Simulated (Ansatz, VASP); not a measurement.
# One calculation of Mn, two programs

File INCAR:

```
PREC = Accurate
ENCUT = 520
EDIFF = 1E-7
ISMEAR = -1
SIGMA = 0.1
LREAL = False
LASPH = True
NELM = 60
ALGO = Normal
ISIF = 2
LWAVE = False
LCHARG = False
GGA = RP
NBANDS = 12
```

KPOINTS

```
regular mesh
0
Gamma
  15 15 15
```

POSCAR

```
Mn
1.0
    2.2713608822      0.0000000000      0.0000000000
    0.0000000000      2.2713608822      0.0000000000
    0.0000000000      0.0000000000      2.2713608822
Mn
1
Direct
    0.0000000000      0.0000000000      0.0000000000
```

Input for Ansatz:

```yaml
crystal:
  lattice:
    - [2.2713608822, 0.0, 0.0]
    - [0.0, 2.2713608822, 0.0]
    - [0.0, 0.0, 2.2713608822]
  atoms:
    - { symbol: Mn, position: [0.0, 0.0, 0.0] }
hamiltonian:
  xc: rpbe
  pseudopotentials:
    kind: paw
    azcp:
      Mn: "pseudopotentials/Mn.paw.azcp"
basis:
  ecutwfc: 420
  fft_grid_basis: typed
kpoints:
  mp_grid: { grid: [15, 15, 15], shift: [0, 0, 0] }
magnetization:
  spin_polarized: false
scf:
  occupations: { method: fermi_dirac, width: 0.1 }
  lower_state_search: "off"
output:
  stress: true
  write_density: true
  write_potential: true
  elf: true
  volumetric_format: npy
```

Alike in both runs: task single point; functional RPBE; k mesh 15 × 15 × 15; occupations fermi-dirac, width 0.1 eV; no spin polarisation.

```csv
,VASP,Ansatz
version,VASP 6.6.1,Ansatz 0.2.0
potentials or method,"VASP PAW PBE potentials, release 64 (Mn_pv), cutoff 520 eV","plane waves (420 eV) with PAW, scalar-relativistic"
valence electrons in the cell,13,15
```

```tsv
	VASP	Ansatz	Ansatz less VASP
pressure (GPa)	9.0	8.7	-0.34
```

VASP's potentials were made for PBE, not for RPBE. VASP's potentials hold 13 valence electrons a cell and Ansatz's 15, so a difference there can come from the potentials and not from the codes.
